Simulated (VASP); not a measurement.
Wanted: the native input for a VASP 6.6.1 run.

```
Task                   : single point
Functional             : PBEsol
Potentials or basis    : VASP PAW PBE potentials, release 64 (C, H, O)
Cutoff                 : 520 eV
k mesh                 : 2 × 2 × 1
Occupations            : fermi-dirac, width 0.05 eV
Spin                   : collinear spin
Starting moments       : [0.0, 0.0, 0.0, 0.0, 0.0, 0.0, 0.0, 0.0, 0.0, 0.0, 0.0, 0.0, 0.0, 0.0, 0.0, 0.0, 0.0, 0.0, 1.0, 0.0, 0.0] μB
Dipole correction      : no
Further INCAR settings : LREAL = Auto; ALGO = Normal; EDIFF = 1e-06; NBANDS = 62
```

The structure of HC19O lies in POSCAR:

```
HC19O
1.0
    7.3980000000      0.0000000000      0.0000000000
   -3.6990000000      6.4068560000      0.0000000000
    0.0000000000      0.0000000000     11.0000000000
C H O
19 1 1
Direct
    0.0025756171      0.0136626093      0.0865017128
    0.2232086527      0.1213969641      0.0884079959
    0.0041785714      0.3488770590      0.0869144614
    0.2242580320      0.4606740077      0.0888517107
    0.0034590831      0.6814015580      0.0837669505
    0.2251939714      0.7917378245      0.0843320031
    0.3359042268      0.0131406474      0.0866787549
    0.5590451813      0.1258298253      0.0884142631
    0.3370374472      0.3478785894      0.1055903693
    0.5632959340      0.4616225094      0.0886078486
    0.3360857510      0.6807593414      0.0866915717
    0.5589523712      0.7923025336      0.0877426302
    0.6701815148      0.0146963717      0.0881040460
    0.8926285689      0.1259355558      0.0879312787
    0.6715958370      0.3490648813      0.0869834983
    0.8931184936      0.4597337580      0.0845848182
    0.6710736631      0.6821358551      0.0865595163
    0.8925982111      0.7922001655      0.0843181764
    0.3524961622      0.3177526182      0.2611930067
    0.4469196365      0.2403480590      0.2753945030
    0.2735041735      0.3735334663      0.3342491842
```

One way to write it, as run:

INCAR

```
PREC = Accurate
ENCUT = 520
EDIFF = 1E-6
ISMEAR = -1
SIGMA = 0.05
LREAL = Auto
LASPH = True
NELM = 150
ALGO = Normal
ISIF = 2
LWAVE = False
LCHARG = True
ISPIN = 2
MAGMOM = 0 0 0 0 0 0 0 0 0 0 0 0 0 0 0 0 0 0 1 0 0
LORBIT = 11
GGA = PS
LELF = True
LVHAR = True
NBANDS = 62
```

KPOINTS

```
regular mesh
0
Gamma
  2 2 1
```

Potentials or basis: VASP PAW PBE potentials, release 64 (C, H, O).

The run is started by

```sh
$ cat potpaw_PBE.64/C/POTCAR potpaw_PBE.64/H/POTCAR potpaw_PBE.64/O/POTCAR > POTCAR
$ mpirun -np 1 vasp_std > vasp.out
```

Results of the run:

```yaml
Largest_force: 0.704 eV/Å
Net_moment: 0.00 μB per cell
Valence_electrons_inside_the_program's_atomic_spheres: C 2.66, 2.63, 2.65, 2.64, 2.61, 2.55; H 0.65; O 5.13
```

Caveat: the k points lie up to 0.49 Å⁻¹ apart; the PAW data sets were made with another functional, which shifts forces and pressure a little.

Wall time 7.2 min on 1 thread of Intel(R) Xeon(R) Platinum 8488C (Sapphire Rapids), with other jobs on the host, peak memory 0.82 GiB.
